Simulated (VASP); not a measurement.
# Al2Zn (P-3m1) in VASP: notebook

The runs below take Al2Zn through single point, with LDA.

All numbers are computed with VASP 6.6.1; they aren't measurements. Logs are shortened: lines on timing, memory, paths and dates and some standing lists are left out, and cuts for length are marked.

### Step 1. The cell of the first run

The structure is trigonal, space group P-3m1 (No. 164). The conventional cell has a = 2.929 Å, b = 2.929 Å, c = 6.591 Å, α = 90.00°, β = 90.00°, γ = 120.00°. Al (site symmetry 3m) has 3 Zn at 2.75 Å and 9 Al at 2.83 to 2.93 Å within 3.6 Å. Zn (site symmetry -3m) has 6 Al at 2.75 Å and 6 Zn at 2.93 Å within 3.6 Å.

### Step 2. Single point, LDA (volume 16.329 Å^3 an atom, c/a of the conventional cell 2.2500)

File INCAR:

```
ALGO     = Fast           # electronic algorithm
EDIFF    = 1E-7           # SCF threshold, eV
ENCUT    = 520            # plane-wave cutoff, eV
ISIF     = 2              # what is computed and relaxed
ISMEAR   = 0              # smearing method
LASPH    = T              # aspherical terms in the spheres
LCHARG   = F              # write CHGCAR
LREAL    = F              # projectors in reciprocal space
LWAVE    = F              # write WAVECAR
NBANDS   = 16             # bands
NELM     = 100            # most SCF steps
PREC     = Accurate       # precision mode
SIGMA    = 0.15           # smearing width, eV
```

File KPOINTS:

```
k-points
0
Gamma
  18 18 8
```

File POSCAR:

```
Al2Zn
1.0
    2.9294711903      0.0000000000      0.0000000000
   -1.4647355951      2.5369964704      0.0000000000
    0.0000000000      0.0000000000      6.5913101781
Al Zn
2 1
Direct
    0.3333333333      0.6666666667      0.3282219152
    0.6666666667      0.3333333333      0.6717780848
    0.0000000000      0.0000000000      0.0000000000
```

Potentials or basis: VASP PAW LDA potentials, release 64 (Al, Zn).

Command:

```console
$ cat potpaw_LDA.64/Al/POTCAR potpaw_LDA.64/Zn/POTCAR > POTCAR
$ mpirun -np 1 vasp_std > vasp.out
```

OUTCAR:

```text
EDIFF = 1E-7
   ENCUT = 520
   ISIF = 2
   ISMEAR = 0
   LASPH = T
   LREAL = F
   NELM = 100
   PREC = Accurate

 ion  position               nearest neighbor table
   1  0.333  0.667  0.328-   3 2.75   3 2.75   3 2.75   2 2.83   2 2.83   2 2.83
   2  0.667  0.333  0.672-   3 2.75   3 2.75   3 2.75   1 2.83   1 2.83   1 2.83
   3  0.000  0.000  0.000-   1 2.75   2 2.75   1 2.75   2 2.75   2 2.75   1 2.75

  LATTYP: Found a hexagonal cell.
 ALAT       =     2.9294711903
 C/A-ratio  =     2.2500000000

  Lattice vectors:

 A1 = (   2.9294711903,   0.0000000000,   0.0000000000)
 A2 = (  -1.4647355951,   2.5369964704,   0.0000000000)
 A3 = (   0.0000000000,   0.0000000000,   6.5913101781)

Analysis of symmetry for initial positions (statically):
=====================================================================
 Subroutine PRICEL returns:
 Original cell was already a primitive cell.

 Routine SETGRP: Setting up the symmetry group for a
 hexagonal supercell.

 Subroutine GETGRP returns: Found 12 space group operations
 (whereof 12 operations were pure point group operations)
 out of a pool of 24 trial point group operations.

The static configuration has the point symmetry D_3d.

Analysis of symmetry for dynamics (positions and initial velocities):
=====================================================================
 Subroutine PRICEL returns:
 Original cell was already a primitive cell.

 Routine SETGRP: Setting up the symmetry group for a
 hexagonal supercell.

 Subroutine GETGRP returns: Found 12 space group operations
 (whereof 12 operations were pure point group operations)
 out of a pool of 24 trial point group operations.

The dynamic configuration has the point symmetry D_3d.

 Subroutine INISYM returns: Found 12 space group operations
 (whereof 12 operations are pure point group operations),
 and found     1 'primitive' translations

----------------------------------------------------------------------------------------

                                     Primitive cell

  volume of cell :      48.9870

  direct lattice vectors                    reciprocal lattice vectors
[... 79 lines left out ...]
 SYSTEM =  unknown system
   PREC   = accura    normal or accurate (medium, high low for compatibility)
   ISTART =      0    job   : 0-new  1-cont  2-samecut
   ICHARG =      2    charge: 1-file 2-atom 10-const
   ISPIN  =      1    spin polarized calculation?
   LNONCOLLINEAR =      F non collinear calculations
   LSORBIT =      F    spin-orbit coupling
   LASPH  =      T    aspherical Exc in radial PAW
   ENCUT  =  520.0 eV  38.22 Ry    6.18 a.u.   5.45  5.45 12.26*2*pi/ulx,y,z
   NELM   =    100;   NELMIN=  2; NELMDL= -5     # of ELM steps
   EDIFF  = 0.1E-06   stopping-criterion for ELM
   LREAL  =      F    real-space projection
   EDIFFG = 0.1E-05   stopping-criterion for IOM
   NSW    =      0    number of steps for IOM
   IBRION =     -1    ionic relax: 0-MD 1-quasi-New 2-CG
   NFREE  =      0    steps in history (QN), initial steepest desc. (CG)
   ISIF   =      2    stress and relaxation
   ISYM   =      2    0-nonsym 1-usesym 2-fastsym
   POTIM  = 0.5000    time-step for ionic-motion
   TEBEG  =    0.0;   TEEND  =   0.0 temperature during run
   PSTRESS=    0.0 pullay stress
   NELECT =      18.0000    total number of electrons
   NUPDOWN=      -1.0000    fix difference up-down
   EMIN   =  10.00;   EMAX   =-10.00  energy-range for DOS
   EFERMI =   0.00;   METHOD = LEGACY
   ISMEAR =     0;   SIGMA  =   0.15  broadening in eV -4-tet -1-fermi 0-gaus
   EFERMI_NEDOS =   21; number of points for ismear=-14 and -15
   IALGO  =     68    algorithm
   IMIX   =      4    mixing-type and parameters
     AMIX     =   0.40;   BMIX     =  1.00
     AMIX_MAG =   1.60;   BMIX_MAG =  1.00
  volume/ion in A,a.u.               =      16.33       110.19
  Fermi-wavevector in a.u.,A,eV,Ry     =   1.172570  2.215836 18.706923  1.374920
  Thomas-Fermi vector in A             =   2.308996
   LORBIT       =      0    0 simple, 1 ext, 2 COOP (PROOUT), +10 PAW based schemes
   GGA     = CA    functional components
   LHFCALC =     F    Hartree Fock is set to
   AEXX    =    0.0000 exact exchange contribution
   IVDW    =     0    specifies the selected vdW correction
   LEPSILON=     F    determine dielectric tensor
   LRPA    =     F    only Hartree local field effects (RPA)
 non-spin polarized calculation
 RMM-DIIS sequential band-by-band and
 Gauss-broadening in eV      SIGMA  =   0.15
  energy-cutoff  :      520.00
  volume of cell :       48.99
 maximum number of plane-waves:      1357
 NGX is ok and might be reduce to    24
   NGX = 11   NGY = 11   NGZ = 25

 number of electron      18.0000008 magnetization

 Free energy of the ion-electron system (eV)
  ---------------------------------------------------
  ext. energy  EPLUGINS =         0.00000000
  ---------------------------------------------------
  free energy    TOTEN  =       -10.13068964 eV

  energy without entropy =      -10.11666285  energy(sigma->0) =      -10.12367625

 E-fermi :   6.1376     XC(G=0): -10.7602

 val. band max:        6.1359775178   @ k =  -0.2222   0.5000   0.2500
 cond. band min:       6.1383449138   @ k =  -0.1667   0.5000   0.3750
 fundamental gap:      0.0023673960
 Fermi energy:         6.1375999707

 k-point     1 :       0.0000    0.0000    0.0000
  band No.  band energies     occupation
      1      -4.6972      2.00000
      2      -2.0446      2.00000
      3      -1.5371      2.00000
      4      -1.5371      2.00000
      5      -1.3705      2.00000
      6      -1.3171      2.00000
[... 433 lines left out ...]
      3      -1.5639      2.00000
      4      -1.4499      2.00000
      5      -1.1825      2.00000
      6       0.3154      2.00000
[... 8 lines left out ...]
     15      13.2643      0.00000
     16      13.5901      0.00000

 [... further k-points ...]
[... 5 lines left out ...]
  --------------------------------------------------------------------------------------
  -------------------------------------------------------------------------------------
  Total       -1.6566098     -1.6566098     -1.3995840     -0.0000000      0.0000000     -0.0000000
  in kB      -54.1813672    -54.1813672    -45.7750374     -0.0000000      0.0000000     -0.0000000
  external PRESSURE =     -51.3792572 kB  Pullay stress =       0.0000000 kB

 VOLUME and BASIS-vectors are now :
 -----------------------------------------------------------------------------
  energy-cutoff  :      520.00
  volume of cell :       48.99
      direct lattice vectors                 reciprocal lattice vectors
     2.929471190  0.000000000  0.000000000     0.341358537  0.197083443  0.000000000
    -1.464735595  2.536996470  0.000000000     0.000000000  0.394166887  0.000000000
     0.000000000  0.000000000  6.591310178     0.000000000  0.000000000  0.151714905

 POSITION                                       TOTAL-FORCE (eV/Angst)
 -----------------------------------------------------------------------------------
     -0.00000      1.69133      2.16341        -0.000000     -0.000000     -0.017082
      1.46474      0.84567      4.42790         0.000000      0.000000      0.017082
      0.00000      0.00000      0.00000        -0.000000      0.000000      0.000000
 -----------------------------------------------------------------------------------
    total drift:                               -0.000000      0.000000      0.000000

  FREE ENERGIE OF THE ION-ELECTRON SYSTEM (eV)
  ---------------------------------------------------
  free  energy   TOTEN  =       -10.1306896412 eV

  energy  without entropy=      -10.1166628503  energy(sigma->0) =      -10.12367625
```

OSZICAR:

```text
N       E                     dE             d eps       ncg     rms          rms(c)
DAV:   1     0.551943888729E+02    0.55194E+02   -0.82276E+03  8528   0.122E+03
DAV:   2    -0.833193497328E+01   -0.63526E+02   -0.60149E+02  9320   0.218E+02
DAV:   3    -0.106424276875E+02   -0.23105E+01   -0.22978E+01 11048   0.408E+01
DAV:   4    -0.106655974502E+02   -0.23170E-01   -0.23166E-01 10040   0.393E+00
DAV:   5    -0.106660115691E+02   -0.41412E-03   -0.41412E-03 11112   0.541E-01    0.376E+00
RMM:   6    -0.102075326855E+02    0.45848E+00   -0.16862E+00 10204   0.132E+01    0.354E+00
RMM:   7    -0.101484395098E+02    0.59093E-01   -0.17884E-01 10371   0.546E+00    0.147E+00
RMM:   8    -0.101320151830E+02    0.16424E-01   -0.94915E-03 10825   0.803E-01    0.364E-01
RMM:   9    -0.101306868924E+02    0.13283E-02   -0.13206E-03 11025   0.279E-01    0.986E-02
RMM:  10    -0.101306996965E+02   -0.12804E-04   -0.19801E-04 11332   0.112E-01    0.485E-02
RMM:  11    -0.101306886875E+02    0.11009E-04   -0.54857E-05 10725   0.573E-02    0.790E-03
RMM:  12    -0.101306893235E+02   -0.63600E-06   -0.16348E-05 11199   0.313E-02    0.145E-02
RMM:  13    -0.101306895966E+02   -0.27310E-06   -0.31889E-06 11199   0.126E-02    0.115E-02
RMM:  14    -0.101306896412E+02   -0.44641E-07   -0.58760E-07  7658   0.544E-03
   1 F= -.10130690E+02 E0= -.10123676E+02  d E =-.140268E-01
```

Wall time 96 s (1 thread of Intel Xeon 6975P-C (Granite Rapids), shared host); peak memory 0.31 GiB.

What came out:

| Property | Result |
| --- | --- |
| Free energy | -10.1307 eV |
| Pressure | -5.1 GPa |
| Largest force | 0.017 eV/Å |
| Band gap on the k mesh | zero (band 9 reaches 9.27 eV, above the bottom of band 10 at 4.57 eV) |

Forces on the atoms (eV/Å):
```
Al   0.000  0.000 -0.017
Al   0.000  0.000  0.017
Zn   0.000  0.000  0.000
```

Stress tensor (GPa, compression positive):
```
-5.42  0.00  0.00
 0.00 -5.42  0.00
 0.00  0.00 -4.58
```

Levels at points of the mesh, in eV from the Fermi level:
```csv
k point,band 5,band 6,band 7,band 8,band 9,band 10,band 11,band 12,band 13,band 14
"(0.00, 0.00, 0.00)",-7.51,-7.45,-7.45,-6.91,2.41,3.19,10.19,10.19,10.22,10.22
"(0.50, 0.00, 0.00)",-7.21,-5.08,-4.72,-2.37,-1.63,-1.29,-0.64,5.12,6.50,7.44
"(0.00, 0.00, 0.50)",-7.67,-7.45,-7.45,-3.51,-2.44,9.18,10.25,10.25,10.31,10.89
"(0.50, 0.00, 0.50)",-7.21,-4.51,-4.30,-3.85,-3.54,1.93,2.68,2.78,3.20,5.69
```

### Step 3. Single point, LDA (volume 16.329 Å^3 an atom, c/a of the conventional cell 2.6991)

File INCAR:

```
SYSTEM = Al2Zn
PREC = Accurate ; ENCUT = 520
EDIFF = 1E-6 ; ISMEAR = 0
SIGMA = 0.15 ; LREAL = .False.
LASPH = .True. ; NELM = 100
ALGO = Fast ; ISIF = 2
LWAVE = .False. ; LCHARG = .False.
NBANDS = 16
```

File KPOINTS:

```
Automatic mesh
0
Gamma
  18 18 8
  0 0 0
```

File POSCAR:

```
Al2Zn
1.0
    2.7570443079      0.0000000000      0.0000000000
   -1.3785221539      2.3876704100      0.0000000000
    0.0000000000      0.0000000000      7.4415382915
Al Zn
2 1
Direct
    0.3333333333      0.6666666667      0.3282219152
    0.6666666667      0.3333333333      0.6717780848
    0.0000000000      0.0000000000      0.0000000000
```

Potentials or basis: VASP PAW LDA potentials, release 64 (Al, Zn).

Command:

```console
$ cat potpaw_LDA.64/Al/POTCAR potpaw_LDA.64/Zn/POTCAR > POTCAR
$ mpirun -np 1 vasp_std > vasp.out
```

It took 96 s on 1 thread of Intel Xeon 6975P-C (Granite Rapids), shared host; peak memory 0.31 GiB.

Results (log left out):

* Free energy: -10.0949 eV
* Pressure: -4.5 GPa
* Largest force: 0.013 eV/Å
* Band gap on the k mesh: zero (band 9 reaches 7.99 eV, above the bottom of band 10 at 4.81 eV)

Forces on the atoms (eV/Å):
```
Al   0.000  0.000  0.013
Al   0.000  0.000 -0.013
Zn   0.000  0.000  0.000
```

Stress tensor (GPa, compression positive):
```
-2.70  0.00  0.00
 0.00 -2.70  0.00
 0.00  0.00 -8.18
```

Levels at points of the mesh, in eV from the Fermi level:
```csv
k point,band 7,band 8,band 9,band 10,band 11,band 12
"(0.00, 0.00, 0.00)",-7.26,-7.26,-0.23,0.26,12.03,12.11
"(0.50, 0.00, 0.00)",-4.17,-2.41,-1.47,-1.28,-0.50,5.31
"(0.00, 0.00, 0.50)",-7.26,-4.60,-4.46,5.40,5.98,12.96
"(0.50, 0.00, 0.50)",-3.78,-3.28,-2.88,1.40,1.73,1.75
```
